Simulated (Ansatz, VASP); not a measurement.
# SrLiH3: VASP beside Ansatz

Contents of INCAR:

```
SYSTEM = SrLiH3
  PREC = Accurate
  ENCUT = 520
  EDIFF = 1E-7
  ISMEAR = 0
  SIGMA = 0.05
  LREAL = .False.
  LASPH = .True.
  NELM = 80
  ALGO = Normal
  ISIF = 2
  LWAVE = .False.
  LCHARG = .True.
  GGA = PE
  LELF = .True.
  LVHAR = .True.
  NBANDS = 16
```

KPOINTS

```
regular mesh
0
Gamma
  6 6 6
  0 0 0
```

POSCAR

```
SrLiH3
1.0
    4.7465607750      0.0000000000      0.0000000000
    0.0000000000      4.7465607750      0.0000000000
    0.0000000000      0.0000000000      4.3992514500
Li Sr H
1 1 3
Direct
    0.0000000000      0.0000000000      0.0000000000
    0.5000000000      0.5000000000      0.5000000000
    0.0000000000      0.5000000000      0.5000000000
    0.5000000000      0.0000000000      0.5000000000
    0.5000000000      0.5000000000      0.0000000000
```

Input for Ansatz:

```yaml
crystal:
  lattice:
    - [4.746560775, 0.0, 0.0]
    - [0.0, 4.746560775, 0.0]
    - [0.0, 0.0, 4.39925145]
  atoms:
    - { symbol: Li, position: [0.0, 0.0, 0.0] }
    - { symbol: Sr, position: [0.5, 0.5, 0.5] }
    - { symbol: H, position: [0.0, 0.5, 0.5] }
    - { symbol: H, position: [0.5, 0.0, 0.5] }
    - { symbol: H, position: [0.5, 0.5, 0.0] }
basis:
  ecutwfc: 420
kpoints:
  mp_grid: { grid: [6, 6, 6] }
hamiltonian:
  xc: pbe
scf:
  occupations: { method: gaussian, width: 0.05 }
output:
  forces: true
  stress: true
  eigenvalues: true
```

Change from the starting cell: strain +0.025 along x and y, -0.050 along z, atoms carried along.

Alike in both runs: task single point; functional PBE; k mesh 6 × 6 × 6; occupations gaussian, width 0.05 eV; no spin polarisation.

|  | VASP | Ansatz |
| --- | --- | --- |
| version | VASP 6.6.1 | Ansatz 0.2.0 |
| potentials or method | VASP PAW PBE potentials, release 64 (Li_sv, Sr_sv, H), cutoff 520 eV | scalar-relativistic, plane waves, PAW |
| valence electrons in the cell | 16 | 16 |

|  | VASP | Ansatz | Ansatz less VASP |
| --- | --- | --- | --- |
| gap on the k mesh at the Fermi level (eV) | 1.44 | 1.44 | +0.006 |
| least direct gap on the mesh (eV) | 2.05 | 2.05 | +0.003 |

Noted on VASP's run: the cutoff is short for stress, so the pressure is rough.
